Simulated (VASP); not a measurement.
# TiC (Fm-3m) in VASP: a series of runs

TiC is run at these levels: PBEsol; tasks: single point.

Everything below comes from runs of VASP 6.6.1. Logs are shortened: lines on timing, memory, paths and dates and some standing lists are left out, and cuts for length are marked.

## 1. The cell of the first run

It takes space group Fm-3m (No. 225, cubic). The conventional cell has a = 4.299 Å, b = 4.299 Å, c = 4.299 Å, α = 90.00°, β = 90.00°, γ = 90.00°. Ti (site symmetry m-3m) has 6 C at 2.15 Å within 2.8 Å. Within 2.8 Å of C (site symmetry m-3m) lie 6 Ti at 2.15 Å.

## 2. Single point, PBEsol (9.93 Å³/atom)

The input, INCAR:

```
SYSTEM = TiC
ALGO = Normal
EDIFF = 1E-6
ENCUT = 520
GGA = PS
ISIF = 2
ISMEAR = -1
LASPH = .True.
LCHARG = .True.
LELF = .True.
LREAL = .False.
LVHAR = .True.
LWAVE = .False.
NBANDS = 15
NELM = 100
PREC = Accurate
SIGMA = 0.03
```

The input, KPOINTS:

```
k-points
0
Gamma
  16 16 16
  0 0 0
```

The input, POSCAR:

```
TiC
1.0
    0.0000000000      2.1494760724      2.1494760724
    2.1494760724      0.0000000000      2.1494760724
    2.1494760724      2.1494760724      0.0000000000
Ti C
1 1
Direct
    0.0000000000      0.0000000000      0.0000000000
    0.5000000000      0.5000000000      0.5000000000
```

Potentials or basis: VASP PAW PBE potentials, release 64 (Ti_sv, C).

Command:

```sh
cat potpaw_PBE.64/Ti_sv/POTCAR potpaw_PBE.64/C/POTCAR > POTCAR
mpirun -np 1 vasp_std > vasp.out
```

OUTCAR:

```text
SYSTEM = TiC
   EDIFF = 1E-6
   ENCUT = 520
   GGA = PS
   ISIF = 2
   ISMEAR = -1
   LASPH = .True.
   LREAL = .False.
   NELM = 100
   PREC = Accurate

 ion  position               nearest neighbor table
   1  0.000  0.000  0.000-   2 2.15   2 2.15   2 2.15   2 2.15   2 2.15   2 2.15
   2  0.500  0.500  0.500-   1 2.15   1 2.15   1 2.15   1 2.15   1 2.15   1 2.15

  LATTYP: Found a face centered cubic cell.
 ALAT       =     4.2989521448

  Lattice vectors:

 A1 = (   0.0000000000,   2.1494760724,   2.1494760724)
 A2 = (   2.1494760724,   0.0000000000,   2.1494760724)
 A3 = (   2.1494760724,   2.1494760724,   0.0000000000)

Analysis of symmetry for initial positions (statically):
=====================================================================
 Subroutine PRICEL returns:
 Original cell was already a primitive cell.

 Routine SETGRP: Setting up the symmetry group for a
 face centered cubic supercell.

 Subroutine GETGRP returns: Found 48 space group operations
 (whereof 48 operations were pure point group operations)
 out of a pool of 48 trial point group operations.

The static configuration has the point symmetry O_h .

Analysis of symmetry for dynamics (positions and initial velocities):
=====================================================================
 Subroutine PRICEL returns:
 Original cell was already a primitive cell.

 Routine SETGRP: Setting up the symmetry group for a
 face centered cubic supercell.

 Subroutine GETGRP returns: Found 48 space group operations
 (whereof 48 operations were pure point group operations)
 out of a pool of 48 trial point group operations.

The dynamic configuration has the point symmetry O_h .

 Subroutine INISYM returns: Found 48 space group operations
 (whereof 48 operations are pure point group operations),
 and found     1 'primitive' translations

----------------------------------------------------------------------------------------

                                     Primitive cell

  volume of cell :      19.8622

  direct lattice vectors                    reciprocal lattice vectors
     0.000000000  2.149476072  2.149476072    -0.232614825  0.232614825  0.232614825
     2.149476072  0.000000000  2.149476072     0.232614825 -0.232614825  0.232614825
     2.149476072  2.149476072  0.000000000     0.232614825  0.232614825 -0.232614825

  length of vectors
     3.039818214  3.039818214  3.039818214     0.402900695  0.402900695  0.402900695

  position of ions in fractional coordinates (direct lattice)
     0.000000000  0.000000000  0.000000000
     0.500000000  0.500000000  0.500000000

  ion indices of the primitive-cell ions
   primitive index   ion index
                 1           1
                 2           2

----------------------------------------------------------------------------------------

 KPOINTS: k-points

Automatic generation of k-mesh.
 Grid dimensions read from file:
 generate k-points for:   16   16   16

 Generating k-lattice:

  Cartesian coordinates                     Fractional coordinates (reciprocal lattice)
    -0.014538427  0.014538427  0.014538427     0.062500000  0.000000000  0.000000000
     0.014538427 -0.014538427  0.014538427     0.000000000  0.062500000  0.000000000
     0.014538427  0.014538427 -0.014538427     0.000000000  0.000000000  0.062500000

  Length of vectors
     0.025181293  0.025181293  0.025181293

  Shift w.r.t. Gamma in fractional coordinates (k-lattice)
     0.000000000  0.000000000  0.000000000

 Subroutine IBZKPT returns following result:
 ===========================================

 Found    145 irreducible k-points:

 Following reciprocal coordinates:
            Coordinates               Weight
  0.000000  0.000000  0.000000      1.000000
  0.062500  0.000000  0.000000      8.000000
  0.125000  0.000000  0.000000      8.000000
  0.187500  0.000000  0.000000      8.000000
  0.250000  0.000000  0.000000      8.000000
  0.312500  0.000000  0.000000      8.000000
[... 16 lines left out ...]
 -0.125000  0.062500  0.000000     24.000000
 -0.062500  0.062500  0.000000     12.000000
 [... further k-points ...]
   k-points           NKPTS =    145   k-points in BZ     NKDIM =    145   number of bands    NBANDS=     15
   number of dos      NEDOS =    301   number of ions     NIONS =      2
   total plane-waves  NPLWV =  13824
   dimension x,y,z NGX =    24 NGY =   24 NGZ =   24
   dimension x,y,z NGXF=    48 NGYF=   48 NGZF=   48
   ions per type =               1   1
   NGX,Y,Z   is equivalent  to a cutoff of  13.13, 13.13, 13.13 a.u.
   NGXF,Y,Z  is equivalent  to a cutoff of  26.25, 26.25, 26.25 a.u.
 SYSTEM =  TiC
   PREC   = accura    normal or accurate (medium, high low for compatibility)
   ISTART =      0    job   : 0-new  1-cont  2-samecut
   ICHARG =      2    charge: 1-file 2-atom 10-const
   ISPIN  =      1    spin polarized calculation?
   LNONCOLLINEAR =      F non collinear calculations
   LSORBIT =      F    spin-orbit coupling
   LASPH  =      T    aspherical Exc in radial PAW
   ENCUT  =  520.0 eV  38.22 Ry    6.18 a.u.   5.65  5.65  5.65*2*pi/ulx,y,z
   NELM   =    100;   NELMIN=  2; NELMDL= -5     # of ELM steps
   EDIFF  = 0.1E-05   stopping-criterion for ELM
   LREAL  =      F    real-space projection
   EDIFFG = 0.1E-04   stopping-criterion for IOM
   NSW    =      0    number of steps for IOM
   IBRION =     -1    ionic relax: 0-MD 1-quasi-New 2-CG
   NFREE  =      0    steps in history (QN), initial steepest desc. (CG)
   ISIF   =      2    stress and relaxation
   ISYM   =      2    0-nonsym 1-usesym 2-fastsym
   POTIM  = 0.5000    time-step for ionic-motion
   TEBEG  =    0.0;   TEEND  =   0.0 temperature during run
   PSTRESS=    0.0 pullay stress
   NELECT =      16.0000    total number of electrons
   NUPDOWN=      -1.0000    fix difference up-down
   EMIN   =  10.00;   EMAX   =-10.00  energy-range for DOS
   EFERMI =   0.00;   METHOD = LEGACY
   ISMEAR =    -1;   SIGMA  =   0.03  broadening in eV -4-tet -1-fermi 0-gaus
   EFERMI_NEDOS =   21; number of points for ismear=-14 and -15
   IALGO  =     38    algorithm
   IMIX   =      4    mixing-type and parameters
     AMIX     =   0.40;   BMIX     =  1.00
     AMIX_MAG =   1.60;   BMIX_MAG =  1.00
  volume/ion in A,a.u.               =       9.93        67.02
  Fermi-wavevector in a.u.,A,eV,Ry     =   1.523254  2.878532 31.569619  2.320302
  Thomas-Fermi vector in A             =   2.631722
   LORBIT       =      0    0 simple, 1 ext, 2 COOP (PROOUT), +10 PAW based schemes
   GGA     = PS    functional components
   LHFCALC =     F    Hartree Fock is set to
   AEXX    =    0.0000 exact exchange contribution
   IVDW    =     0    specifies the selected vdW correction
   LEPSILON=     F    determine dielectric tensor
   LRPA    =     F    only Hartree local field effects (RPA)
 non-spin polarized calculation
  energy-cutoff  :      520.00
  volume of cell :       19.86
 maximum number of plane-waves:       548
   NGX = 11   NGY = 11   NGZ = 11

 number of electron      16.0000003 magnetization

 Free energy of the ion-electron system (eV)
  ---------------------------------------------------
  ext. energy  EPLUGINS =         0.00000000
  ---------------------------------------------------
  free energy    TOTEN  =       -19.80182367 eV

  energy without entropy =      -19.80053493  energy(sigma->0) =      -19.80117930

 E-fermi :   9.5538     XC(G=0): -12.9777

 val. band max:        9.5479675777   @ k =   0.1250   0.1250   0.0000
 cond. band min:       9.5598675068   @ k =   0.1250   0.0625   0.0000
 fundamental gap:      0.0118999291
 Fermi energy:         9.5537638275

 k-point     1 :       0.0000    0.0000    0.0000
  band No.  band energies     occupation
      1     -46.6951      2.00000
      2     -22.8094      2.00000
      3     -22.8094      2.00000
      4     -22.8094      2.00000
      5      -2.9045      2.00000
      6      10.2402      0.00000
      7      10.2402      0.00000
      8      10.2402      0.00000
      9      11.3011      0.00000
     10      11.3011      0.00000
     11      11.3011      0.00000
     12      11.3432      0.00000
     13      11.3432      0.00000
     14      20.3802      0.00000
     15      23.5852      0.00000

 k-point     2 :       0.0625    0.0000    0.0000
  band No.  band energies     occupation
      1     -46.6920      2.00000
      2     -22.8313      2.00000
      3     -22.8114      2.00000
      4     -22.8114      2.00000
      5      -2.8128      2.00000
      6       9.7953      0.00064
      7      10.0469      0.00000
      8      10.0469      0.00000
      9      10.6148      0.00000
     10      10.6148      0.00000
     11      11.5404      0.00000
     12      12.3576      0.00000
     13      12.3576      0.00000
     14      20.5381      0.00000
     15      23.6396      0.00000

 k-point     3 :       0.1250    0.0000    0.0000
  band No.  band energies     occupation
      1     -46.6831      2.00000
      2     -22.8932      2.00000
      3     -22.8172      2.00000
      4     -22.8172      2.00000
      5      -2.5433      2.00000
      6       8.9078      2.00000
      7       9.2758      1.99981
      8       9.2758      1.99981
      9      10.6829      0.00000
     10      10.6829      0.00000
     11      11.8771      0.00000
     12      13.4524      0.00000
     13      13.4524      0.00000
     14      20.9178      0.00000
     15      23.7106      0.00000
[... 343 lines left out ...]
 k-point    23 :      -0.1250    0.0625    0.0000
  band No.  band energies     occupation
      1     -46.6765      2.00000
      2     -22.9291      2.00000
      3     -22.8375      2.00000
      4     -22.8142      2.00000
      5      -2.3426      2.00000
      6       8.4216      2.00000
      7       8.7573      2.00000
      8       8.9481      2.00000
      9      10.5616      0.00000
     10      11.1481      0.00000
     11      12.1962      0.00000
     12      13.3008      0.00000
     13      14.4502      0.00000
     14      21.1718      0.00000
     15      23.7221      0.00000

 k-point    24 :      -0.0625    0.0625    0.0000
  band No.  band energies     occupation
      1     -46.6869      2.00000
      2     -22.8614      2.00000
      3     -22.8237      2.00000
      4     -22.8106      2.00000
      5      -2.6627      2.00000
      6       9.3392      1.99844
      7       9.5120      1.60196
      8       9.5446      1.15124
      9      10.3555      0.00000
     10      10.9767      0.00000
     11      11.8970      0.00000
     12      12.4880      0.00000
     13      13.3735      0.00000
     14      20.7802      0.00000
     15      23.7013      0.00000

 [... further k-points ...]
[... 5 lines left out ...]
  --------------------------------------------------------------------------------------
  -------------------------------------------------------------------------------------
  Total       -0.0977309     -0.0977309     -0.0977309     -0.0000000      0.0000000     -0.0000000
  in kB       -7.8834158     -7.8834158     -7.8834158     -0.0000000      0.0000000     -0.0000000
  external PRESSURE =      -7.8834158 kB  Pullay stress =       0.0000000 kB

 VOLUME and BASIS-vectors are now :
 -----------------------------------------------------------------------------
  energy-cutoff  :      520.00
  volume of cell :       19.86
      direct lattice vectors                 reciprocal lattice vectors
     0.000000000  2.149476072  2.149476072    -0.232614825  0.232614825  0.232614825
     2.149476072  0.000000000  2.149476072     0.232614825 -0.232614825  0.232614825
     2.149476072  2.149476072  0.000000000     0.232614825  0.232614825 -0.232614825

 POSITION                                       TOTAL-FORCE (eV/Angst)
 -----------------------------------------------------------------------------------
      0.00000      0.00000      0.00000         0.000000      0.000000      0.000000
      2.14948      2.14948      2.14948        -0.000000     -0.000000      0.000000
 -----------------------------------------------------------------------------------
    total drift:                                0.000000     -0.000000     -0.000000

  FREE ENERGIE OF THE ION-ELECTRON SYSTEM (eV)
  ---------------------------------------------------
  free  energy   TOTEN  =       -19.8018236700 eV

  energy  without entropy=      -19.8005349322  energy(sigma->0) =      -19.80117930
```

Run time: 43 s. Hardware: 1 thread of Intel Xeon 8259CL, shared host; peak memory 0.17 GiB.

Results:

```yaml
Free_energy: -19.8018 eV
Pressure: -0.8 GPa
Band_gap_on_the_k_mesh: zero (bands 8 and 9 overlap by 1.08 eV)
```

Caveat: the PAW data sets were made with another functional, which shifts forces and pressure a little.

## 3. Single point, PBEsol (10.03 Å³/atom)

This run uses another cell than the first one, of 10.03 Å³/atom.

The input, INCAR:

```
SYSTEM = TiC
PREC = Accurate ; ENCUT = 520
EDIFF = 1E-6 ; ISMEAR = -1
SIGMA = 0.03 ; LREAL = .FALSE.
LASPH = .TRUE. ; NELM = 80
ALGO = Normal ; ISIF = 2
LWAVE = .FALSE. ; LCHARG = .FALSE.
GGA = PS ; NBANDS = 15
```

The input, KPOINTS:

```
Automatic mesh
0
G
  16 16 16
  0 0 0
```

The input, POSCAR:

```
TiC
1.0
    0.0000000000      2.1567624877      2.1567624877
    2.1567624877      0.0000000000      2.1567624877
    2.1567624877      2.1567624877      0.0000000000
Ti C
1 1
Direct
    0.0000000000      0.0000000000      0.0000000000
    0.5000000000      0.5000000000      0.5000000000
```

Potentials or basis: VASP PAW PBE potentials, release 64 (Ti_sv, C).

Command:

```sh
cat potpaw_PBE.64/Ti_sv/POTCAR potpaw_PBE.64/C/POTCAR > POTCAR
mpirun -np 1 vasp_std > vasp.out
```

OUTCAR:

```text
SYSTEM = TiC
   PREC = Accurate
   ENCUT = 520
   EDIFF = 1E-6
   ISMEAR = -1
   LREAL = .FALSE.
   LASPH = .TRUE.
   NELM = 80
   ISIF = 2
   GGA = PS

 ion  position               nearest neighbor table
   1  0.000  0.000  0.000-   2 2.16   2 2.16   2 2.16   2 2.16   2 2.16   2 2.16
   2  0.500  0.500  0.500-   1 2.16   1 2.16   1 2.16   1 2.16   1 2.16   1 2.16

  LATTYP: Found a face centered cubic cell.
 ALAT       =     4.3135249754

  Lattice vectors:

 A1 = (   0.0000000000,   2.1567624877,   2.1567624877)
 A2 = (   2.1567624877,   0.0000000000,   2.1567624877)
 A3 = (   2.1567624877,   2.1567624877,   0.0000000000)

Analysis of symmetry for initial positions (statically):
=====================================================================
 Subroutine PRICEL returns:
 Original cell was already a primitive cell.

 Routine SETGRP: Setting up the symmetry group for a
 face centered cubic supercell.

 Subroutine GETGRP returns: Found 48 space group operations
 (whereof 48 operations were pure point group operations)
 out of a pool of 48 trial point group operations.

The static configuration has the point symmetry O_h .

Analysis of symmetry for dynamics (positions and initial velocities):
[... 164 lines left out ...]

 k-point     1 :       0.0000    0.0000    0.0000
  band No.  band energies     occupation
      1     -46.8452      2.00000
      2     -22.9652      2.00000
      3     -22.9652      2.00000
      4     -22.9652      2.00000
      5      -2.9781      2.00000
      6      10.1163      0.00000
      7      10.1163      0.00000
      8      10.1163      0.00000
      9      11.1672      0.00000
     10      11.1672      0.00000
     11      11.1672      0.00000
     12      11.2009      0.00000
     13      11.2009      0.00000
     14      20.1076      0.00000
[... 401 lines left out ...]
      2     -23.0152      2.00000
      3     -22.9790      2.00000
      4     -22.9664      2.00000
      5      -2.7393      2.00000
      6       9.2220      1.99825
      7       9.3961      1.55121
      8       9.4263      1.11714
      9      10.2300      0.00000
     10      10.8412      0.00000
     11      11.7559      0.00000
     12      12.3339      0.00000
     13      13.2120      0.00000
     14      20.5101      0.00000
     15      23.5272      0.00000

 [... further k-points ...]
[... 5 lines left out ...]
  --------------------------------------------------------------------------------------
  -------------------------------------------------------------------------------------
  Total       -0.4280050     -0.4280050     -0.4280050     -0.0000000      0.0000000      0.0000000
  in kB      -34.1760974    -34.1760974    -34.1760974     -0.0000000      0.0000000      0.0000000
  external PRESSURE =     -34.1760974 kB  Pullay stress =       0.0000000 kB

 VOLUME and BASIS-vectors are now :
 -----------------------------------------------------------------------------
  energy-cutoff  :      520.00
  volume of cell :       20.06
      direct lattice vectors                 reciprocal lattice vectors
     0.000000000  2.156762488  2.156762488    -0.231828958  0.231828958  0.231828958
     2.156762488  0.000000000  2.156762488     0.231828958 -0.231828958  0.231828958
     2.156762488  2.156762488  0.000000000     0.231828958  0.231828958 -0.231828958

 POSITION                                       TOTAL-FORCE (eV/Angst)
 -----------------------------------------------------------------------------------
      0.00000      0.00000      0.00000         0.000000     -0.000000     -0.000000
      2.15676      2.15676      2.15676        -0.000000      0.000000      0.000000
 -----------------------------------------------------------------------------------
    total drift:                                0.000000     -0.000000     -0.000000

  FREE ENERGIE OF THE ION-ELECTRON SYSTEM (eV)
  ---------------------------------------------------
  free  energy   TOTEN  =       -19.7992498513 eV

  energy  without entropy=      -19.7979427950  energy(sigma->0) =      -19.79859632
```

stdout:

```text
POSCAR found type information on POSCAR TiC
 POSCAR found :  2 types and       2 ions
 scaLAPACK will be used
 -----------------------------------------------------------------------------
|                                                                             |
|                                                                             |
|     You enforced a specific xc type in the INCAR file but a different       |
|     I HOPE YOU KNOW WHAT YOU ARE DOING!                                     |
|                                                                             |
 -----------------------------------------------------------------------------

 LDA part: xc-table for (Slater+PW92), standard interpolation
 POSCAR, INCAR and KPOINTS ok, starting setup
 FFT: planning ... GRIDC
 FFT: planning ... GRID_SOFT
 FFT: planning ... GRID
 WAVECAR not read
 entering main loop
```

Run time: 46 s. Hardware: 1 thread of Intel Xeon 8259CL, shared host; peak memory 0.17 GiB.

What came out:

```
Free energy            : -19.7992 eV
Pressure               : -3.4 GPa
Band gap on the k mesh : zero (bands 8 and 9 overlap by 1.08 eV)
```

Levels at points of the mesh, in eV from the Fermi level:
```csv
k point,band 6,band 7,band 8,band 9,band 10,band 11
"(0.00, 0.00, 0.00)",0.68,0.68,0.68,1.73,1.73,1.73
"(0.50, 0.00, 0.00)",-5.92,-2.92,-2.92,2.98,2.98,4.19
"(0.50, 0.50, 0.00)",-3.44,-1.69,0.00,0.00,2.80,3.60
```

Caveat: the cell stands under tension; the PAW data sets were made with another functional, which shifts forces and pressure a little.
